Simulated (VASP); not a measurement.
# RePb (Pm-3m) in VASP: further runs

Runs on RePb. Level: PBE. Tasks: single point, relaxation of cell and atoms.

All numbers are computed with VASP 6.6.1; they aren't measurements. Logs are shortened: lines on timing, memory, paths and dates and some standing lists are left out, and cuts for length are marked.

## Step 1: The cell of the first run

It takes space group Pm-3m (No. 221, cubic). The conventional cell has a = 3.374 Å, b = 3.374 Å, c = 3.374 Å, α = 90.00°, β = 90.00°, γ = 90.00°. Re (site symmetry m-3m) has 8 Pb at 2.92 Å and 6 Re at 3.37 Å within 3.8 Å. Pb (site symmetry m-3m) has 8 Re at 2.92 Å and 6 Pb at 3.37 Å within 3.8 Å.

## Step 2: Single point, PBE

INCAR

```
ALGO = Fast
EDIFF = 1E-6
ENCUT = 520
GGA = PE
ISIF = 2
ISMEAR = 0
LASPH = T
LCHARG = T
LELF = T
LREAL = F
LVHAR = T
LWAVE = F
NBANDS = 18
NELM = 80
PREC = Accurate
SIGMA = 0.1
```

KPOINTS

```
k-points
0
Gamma
  6 6 6
```

POSCAR

```
RePb
1.0
    3.3736869194      0.0000000000      0.0000000000
    0.0000000000      3.3736869194      0.0000000000
    0.0000000000      0.0000000000      3.3736869194
Re Pb
1 1
Direct
    0.0000000000      0.0000000000      0.0000000000
    0.5000000000      0.5000000000      0.5000000000
```

Potentials or basis: VASP PAW PBE potentials, release 64 (Re, Pb_d).

Run with:

```bash
$ cat potpaw_PBE.64/Re/POTCAR potpaw_PBE.64/Pb_d/POTCAR > POTCAR
$ mpirun -np 1 vasp_std > vasp.out
```

OUTCAR:

```text
EDIFF = 1E-6
   ENCUT = 520
   GGA = PE
   ISIF = 2
   ISMEAR = 0
   LASPH = T
   LREAL = F
   NELM = 80
   PREC = Accurate

 ion  position               nearest neighbor table
   1  0.000  0.000  0.000-   2 2.92   2 2.92   2 2.92   2 2.92   2 2.92   2 2.92   2 2.92   2 2.92

   2  0.500  0.500  0.500-   1 2.92   1 2.92   1 2.92   1 2.92   1 2.92   1 2.92   1 2.92   1 2.92

  LATTYP: Found a simple cubic cell.
 ALAT       =     3.3736869194

  Lattice vectors:

 A1 = (   3.3736869194,   0.0000000000,   0.0000000000)
 A2 = (   0.0000000000,   3.3736869194,   0.0000000000)
 A3 = (   0.0000000000,   0.0000000000,   3.3736869194)

Analysis of symmetry for initial positions (statically):
=====================================================================
 Subroutine PRICEL returns:
 Original cell was already a primitive cell.

 Routine SETGRP: Setting up the symmetry group for a
 simple cubic supercell.

 Subroutine GETGRP returns: Found 48 space group operations
 (whereof 48 operations were pure point group operations)
 out of a pool of 48 trial point group operations.

The static configuration has the point symmetry O_h .

Analysis of symmetry for dynamics (positions and initial velocities):
=====================================================================
 Subroutine PRICEL returns:
 Original cell was already a primitive cell.

 Routine SETGRP: Setting up the symmetry group for a
 simple cubic supercell.

 Subroutine GETGRP returns: Found 48 space group operations
 (whereof 48 operations were pure point group operations)
 out of a pool of 48 trial point group operations.

The dynamic configuration has the point symmetry O_h .

 Subroutine INISYM returns: Found 48 space group operations
 (whereof 48 operations are pure point group operations),
 and found     1 'primitive' translations

----------------------------------------------------------------------------------------

                                     Primitive cell

  volume of cell :      38.3985

  direct lattice vectors                    reciprocal lattice vectors
     3.373686919  0.000000000  0.000000000     0.296411618  0.000000000  0.000000000
     0.000000000  3.373686919  0.000000000     0.000000000  0.296411618  0.000000000
     0.000000000  0.000000000  3.373686919     0.000000000  0.000000000  0.296411618

  length of vectors
     3.373686919  3.373686919  3.373686919     0.296411618  0.296411618  0.296411618

  position of ions in fractional coordinates (direct lattice)
     0.000000000  0.000000000  0.000000000
     0.500000000  0.500000000  0.500000000

  ion indices of the primitive-cell ions
   primitive index   ion index
                 1           1
                 2           2

----------------------------------------------------------------------------------------

 KPOINTS: k-points

Automatic generation of k-mesh.
 Grid dimensions read from file:
 generate k-points for:    6    6    6

 Generating k-lattice:

  Cartesian coordinates                     Fractional coordinates (reciprocal lattice)
     0.049401936  0.000000000  0.000000000     0.166666667  0.000000000  0.000000000
     0.000000000  0.049401936  0.000000000     0.000000000  0.166666667  0.000000000
     0.000000000  0.000000000  0.049401936     0.000000000  0.000000000  0.166666667

  Length of vectors
     0.049401936  0.049401936  0.049401936

  Shift w.r.t. Gamma in fractional coordinates (k-lattice)
     0.000000000  0.000000000  0.000000000

 Subroutine IBZKPT returns following result:
 ===========================================

 Found     20 irreducible k-points:

 Following reciprocal coordinates:
            Coordinates               Weight
  0.000000  0.000000  0.000000      1.000000
  0.166667  0.000000  0.000000      6.000000
  0.333333  0.000000  0.000000      6.000000
  0.500000  0.000000  0.000000      3.000000
  0.166667  0.166667  0.000000     12.000000
  0.333333  0.166667  0.000000     24.000000
[... 12 lines left out ...]
  0.500000  0.500000  0.333333      6.000000
  0.500000  0.500000  0.500000      1.000000
   k-points           NKPTS =     20   k-points in BZ     NKDIM =     20   number of bands    NBANDS=     18
   number of dos      NEDOS =    301   number of ions     NIONS =      2
   total plane-waves  NPLWV =  21952
   dimension x,y,z NGX =    28 NGY =   28 NGZ =   28
   dimension x,y,z NGXF=    56 NGYF=   56 NGZF=   56
   ions per type =               1   1
   NGX,Y,Z   is equivalent  to a cutoff of  13.80, 13.80, 13.80 a.u.
   NGXF,Y,Z  is equivalent  to a cutoff of  27.60, 27.60, 27.60 a.u.
 SYSTEM =  unknown system
   PREC   = accura    normal or accurate (medium, high low for compatibility)
   ISTART =      0    job   : 0-new  1-cont  2-samecut
   ICHARG =      2    charge: 1-file 2-atom 10-const
   ISPIN  =      1    spin polarized calculation?
   LNONCOLLINEAR =      F non collinear calculations
   LSORBIT =      F    spin-orbit coupling
   LASPH  =      T    aspherical Exc in radial PAW
   ENCUT  =  520.0 eV  38.22 Ry    6.18 a.u.   6.27  6.27  6.27*2*pi/ulx,y,z
   NELM   =     80;   NELMIN=  2; NELMDL= -5     # of ELM steps
   EDIFF  = 0.1E-05   stopping-criterion for ELM
   LREAL  =      F    real-space projection
   EDIFFG = 0.1E-04   stopping-criterion for IOM
   NSW    =      0    number of steps for IOM
   IBRION =     -1    ionic relax: 0-MD 1-quasi-New 2-CG
   NFREE  =      0    steps in history (QN), initial steepest desc. (CG)
   ISIF   =      2    stress and relaxation
   ISYM   =      2    0-nonsym 1-usesym 2-fastsym
   POTIM  = 0.5000    time-step for ionic-motion
   TEBEG  =    0.0;   TEEND  =   0.0 temperature during run
   PSTRESS=    0.0 pullay stress
   NELECT =      21.0000    total number of electrons
   NUPDOWN=      -1.0000    fix difference up-down
   EMIN   =  10.00;   EMAX   =-10.00  energy-range for DOS
   EFERMI =   0.00;   METHOD = LEGACY
   ISMEAR =     0;   SIGMA  =   0.10  broadening in eV -4-tet -1-fermi 0-gaus
   EFERMI_NEDOS =   21; number of points for ismear=-14 and -15
   IALGO  =     68    algorithm
   IMIX   =      4    mixing-type and parameters
     AMIX     =   0.40;   BMIX     =  1.00
     AMIX_MAG =   1.60;   BMIX_MAG =  1.00
  volume/ion in A,a.u.               =      19.20       129.56
  Fermi-wavevector in a.u.,A,eV,Ry     =   1.338782  2.529931 24.386223  1.792337
  Thomas-Fermi vector in A             =   2.467225
   LORBIT       =      0    0 simple, 1 ext, 2 COOP (PROOUT), +10 PAW based schemes
   GGA     = PE    functional components
   LHFCALC =     F    Hartree Fock is set to
   AEXX    =    0.0000 exact exchange contribution
   IVDW    =     0    specifies the selected vdW correction
   LEPSILON=     F    determine dielectric tensor
   LRPA    =     F    only Hartree local field effects (RPA)
 non-spin polarized calculation
 RMM-DIIS sequential band-by-band and
 Gauss-broadening in eV      SIGMA  =   0.10
  energy-cutoff  :      520.00
  volume of cell :       38.40
 maximum number of plane-waves:      1064
 NGX is ok and might be reduce to    28
   NGX = 13   NGY = 13   NGZ = 13

 number of electron      21.0000005 magnetization

 Free energy of the ion-electron system (eV)
  ---------------------------------------------------
  ext. energy  EPLUGINS =         0.00000000
  ---------------------------------------------------
  free energy    TOTEN  =       -13.37159039 eV

  energy without entropy =      -13.36560209  energy(sigma->0) =      -13.36859624

 E-fermi :   9.0094     XC(G=0): -12.4234

 val. band max:        8.9252423242   @ k =   0.5000   0.5000   0.3333
 cond. band min:       9.0898598036   @ k =   0.5000   0.3333   0.1667
 fundamental gap:      0.1646174794
 Fermi energy:         9.0094473400

 k-point     1 :       0.0000    0.0000    0.0000
  band No.  band energies     occupation
      1      -7.9305      2.00000
      2      -7.9305      2.00000
      3      -7.5434      2.00000
      4      -7.5434      2.00000
      5      -7.5434      2.00000
      6      -3.3938      2.00000
[... 10 lines left out ...]
     17      20.9977      0.00000
     18      22.6983      0.00000

 k-point     2 :       0.1667    0.0000    0.0000
  band No.  band energies     occupation
      1      -7.9179      2.00000
      2      -7.8404      2.00000
      3      -7.5679      2.00000
      4      -7.5679      2.00000
      5      -7.5357      2.00000
      6      -2.9587      2.00000
[... 10 lines left out ...]
     17      22.1221      0.00000
     18      23.1993      0.00000

 k-point     3 :       0.3333    0.0000    0.0000
  band No.  band energies     occupation
      1      -7.8927      2.00000
      2      -7.6625      2.00000
      3      -7.6165      2.00000
      4      -7.6165      2.00000
      5      -7.5203      2.00000
      6      -1.7104      2.00000
[... 10 lines left out ...]
     17      20.6734      0.00000
     18      22.0091      0.00000

 k-point     4 :       0.5000    0.0000    0.0000
  band No.  band energies     occupation
      1      -7.8800      2.00000
      2      -7.6405      2.00000
      3      -7.6405      2.00000
      4      -7.5747      2.00000
      5      -7.5125      2.00000
      6      -0.4493      2.00000
[... 291 lines left out ...]
      4      -7.4687      2.00000
      5      -7.3698      2.00000
      6       1.2258      2.00000
[... 10 lines left out ...]
     17      17.8202      0.00000
     18      19.1094      0.00000

 k-point    19 :       0.5000    0.5000    0.3333
  band No.  band energies     occupation
      1      -7.8112      2.00000
      2      -7.7600      2.00000
      3      -7.7600      2.00000
      4      -7.4192      2.00000
      5      -7.3116      2.00000
      6       1.9128      2.00000
[... 10 lines left out ...]
     17      16.7400      0.00000
     18      16.7400      0.00000

 k-point    20 :       0.5000    0.5000    0.5000
  band No.  band energies     occupation
      1      -7.7857      2.00000
      2      -7.7857      2.00000
      3      -7.7857      2.00000
      4      -7.3094      2.00000
      5      -7.3094      2.00000
      6       3.5593      2.00000
[... 10 lines left out ...]
     17      15.4117      0.00000
     18      15.4117      0.00000

------------------------ aborting loop because EDIFF is reached ----------------------------------------

  FORCE on cell =-STRESS in cart. coord.  units (eV):
  Direction    XX          YY          ZZ          XY          YZ          ZX
  --------------------------------------------------------------------------------------
  -------------------------------------------------------------------------------------
  Total       -0.1048845     -0.1048845     -0.1048845     -0.0000000      0.0000000     -0.0000000
  in kB       -4.3763038     -4.3763038     -4.3763038     -0.0000000      0.0000000     -0.0000000
  external PRESSURE =      -4.3763038 kB  Pullay stress =       0.0000000 kB

 VOLUME and BASIS-vectors are now :
 -----------------------------------------------------------------------------
  energy-cutoff  :      520.00
  volume of cell :       38.40
      direct lattice vectors                 reciprocal lattice vectors
     3.373686919  0.000000000  0.000000000     0.296411618  0.000000000  0.000000000
     0.000000000  3.373686919  0.000000000     0.000000000  0.296411618  0.000000000
     0.000000000  0.000000000  3.373686919     0.000000000  0.000000000  0.296411618

 POSITION                                       TOTAL-FORCE (eV/Angst)
 -----------------------------------------------------------------------------------
      0.00000      0.00000      0.00000         0.000000      0.000000      0.000000
      1.68684      1.68684      1.68684         0.000000      0.000000      0.000000
 -----------------------------------------------------------------------------------
    total drift:                                0.000000      0.000000      0.000000

  FREE ENERGIE OF THE ION-ELECTRON SYSTEM (eV)
  ---------------------------------------------------
  free  energy   TOTEN  =       -13.3715903947 eV

  energy  without entropy=      -13.3656020913  energy(sigma->0) =      -13.36859624
```

Run time: 10 s. Hardware: 1 thread of Intel Xeon 6975P-C (Granite Rapids), shared host; peak memory 0.16 GiB.

Results:

- Free energy: -13.3716 eV
- Pressure: -0.4 GPa
- Band gap on the k mesh: zero (an odd number of electrons rules out a gap without spin polarisation)

Levels at points of the mesh, in eV from the Fermi level:
```csv
k point,band 7,band 8,band 9,band 10,band 11,band 12,band 13,band 14
"(0.00, 0.00, 0.00)",-2.44,-2.44,0.52,0.52,0.52,2.72,2.72,2.72
"(0.50, 0.00, 0.00)",-6.94,-2.42,-1.77,-1.77,0.35,1.59,8.16,8.95
"(0.50, 0.50, 0.00)",-3.18,-3.18,-2.54,-0.35,-0.35,1.57,2.28,3.00
"(0.50, 0.50, 0.50)",-4.70,-4.70,-4.70,1.67,1.67,3.61,3.61,3.61
```

Caveat: spin-orbit coupling is left out, which moves the levels of the heavy elements.

## Step 3: Single point, PBE

This run uses another cell than the first one, of 23.21 Å³/atom.

INCAR

```
SYSTEM = RePb
PREC = Accurate ; ENCUT = 520
EDIFF = 1E-7 ; ISMEAR = 0
SIGMA = 0.1 ; LREAL = .FALSE.
LASPH = .TRUE. ; NELM = 100
ALGO = Normal ; ISIF = 2
LWAVE = .FALSE. ; LCHARG = .FALSE.
GGA = PE ; NBANDS = 18
```

KPOINTS

```
regular mesh
0
G
  6 6 6
  0 0 0
```

POSCAR

```
RePb
1.0
    3.5939039314      0.0000000000      0.0000000000
    0.0000000000      3.5939039314      0.0000000000
    0.0000000000      0.0000000000      3.5939039314
Re Pb
1 1
Direct
    0.0000000000      0.0000000000      0.0000000000
    0.5000000000      0.5000000000      0.5000000000
```

Potentials or basis: VASP PAW PBE potentials, release 64 (Re, Pb_d).

Run with:

```bash
$ cat potpaw_PBE.64/Re/POTCAR potpaw_PBE.64/Pb_d/POTCAR > POTCAR
$ mpirun -np 1 vasp_std > vasp.out
```

OUTCAR:

```text
SYSTEM = RePb
   PREC = Accurate
   ENCUT = 520
   EDIFF = 1E-7
   ISMEAR = 0
   LREAL = .FALSE.
   LASPH = .TRUE.
   NELM = 100
   ISIF = 2
   GGA = PE

 ion  position               nearest neighbor table
   1  0.000  0.000  0.000-   2 3.11   2 3.11   2 3.11   2 3.11   2 3.11   2 3.11   2 3.11   2 3.11

   2  0.500  0.500  0.500-   1 3.11   1 3.11   1 3.11   1 3.11   1 3.11   1 3.11   1 3.11   1 3.11

  LATTYP: Found a simple cubic cell.
 ALAT       =     3.5939039314

  Lattice vectors:

 A1 = (   3.5939039314,   0.0000000000,   0.0000000000)
 A2 = (   0.0000000000,   3.5939039314,   0.0000000000)
 A3 = (   0.0000000000,   0.0000000000,   3.5939039314)

Analysis of symmetry for initial positions (statically):
=====================================================================
 Subroutine PRICEL returns:
 Original cell was already a primitive cell.

 Routine SETGRP: Setting up the symmetry group for a
 simple cubic supercell.

 Subroutine GETGRP returns: Found 48 space group operations
 (whereof 48 operations were pure point group operations)
 out of a pool of 48 trial point group operations.

The static configuration has the point symmetry O_h .
[... 154 lines left out ...]

  energy without entropy =      -12.78449956  energy(sigma->0) =      -12.79107165

 E-fermi :   6.7027     XC(G=0): -11.4181

 val. band max:        6.6461812362   @ k =   0.5000   0.3333   0.3333
 cond. band min:       6.7666843608   @ k =   0.3333   0.3333   0.3333
 fundamental gap:      0.1205031246
 Fermi energy:         6.7027331915

 k-point     1 :       0.0000    0.0000    0.0000
  band No.  band energies     occupation
      1      -9.8861      2.00000
      2      -9.8861      2.00000
      3      -9.6754      2.00000
      4      -9.6754      2.00000
      5      -9.6754      2.00000
      6      -4.2396      2.00000
[... 397 lines left out ...]
      5      -9.5466      2.00000
      6       0.8859      2.00000
[... 10 lines left out ...]
     17      11.8286      0.00000
     18      11.8286      0.00000

------------------------ aborting loop because EDIFF is reached ----------------------------------------

  FORCE on cell =-STRESS in cart. coord.  units (eV):
  Direction    XX          YY          ZZ          XY          YZ          ZX
  --------------------------------------------------------------------------------------
  -------------------------------------------------------------------------------------
  Total       -5.3752256     -5.3752256     -5.3752256     -0.0000000      0.0000000     -0.0000000
  in kB     -185.5273263   -185.5273263   -185.5273263     -0.0000000      0.0000000     -0.0000000
  external PRESSURE =    -185.5273263 kB  Pullay stress =       0.0000000 kB

 VOLUME and BASIS-vectors are now :
 -----------------------------------------------------------------------------
  energy-cutoff  :      520.00
  volume of cell :       46.42
      direct lattice vectors                 reciprocal lattice vectors
     3.593903931  0.000000000  0.000000000     0.278248951  0.000000000  0.000000000
     0.000000000  3.593903931  0.000000000     0.000000000  0.278248951  0.000000000
     0.000000000  0.000000000  3.593903931     0.000000000  0.000000000  0.278248951

 POSITION                                       TOTAL-FORCE (eV/Angst)
 -----------------------------------------------------------------------------------
      0.00000      0.00000      0.00000         0.000000      0.000000      0.000000
      1.79695      1.79695      1.79695         0.000000      0.000000      0.000000
 -----------------------------------------------------------------------------------
    total drift:                                0.000000      0.000000      0.000000

  FREE ENERGIE OF THE ION-ELECTRON SYSTEM (eV)
  ---------------------------------------------------
  free  energy   TOTEN  =       -12.7976437367 eV

  energy  without entropy=      -12.7844995645  energy(sigma->0) =      -12.79107165
```

It took 8.1 s on 1 thread of Intel Xeon 6975P-C (Granite Rapids), shared host; peak memory 0.16 GiB.

What came out:

```yaml
Free_energy: -12.7976 eV
Pressure: -18.6 GPa
Band_gap_on_the_k_mesh: zero (an odd number of electrons rules out a gap without spin polarisation)
```

Caveat: the cell stands under tension; spin-orbit coupling is left out, which moves the levels of the heavy elements.

(Continued in part 2 of 2.)
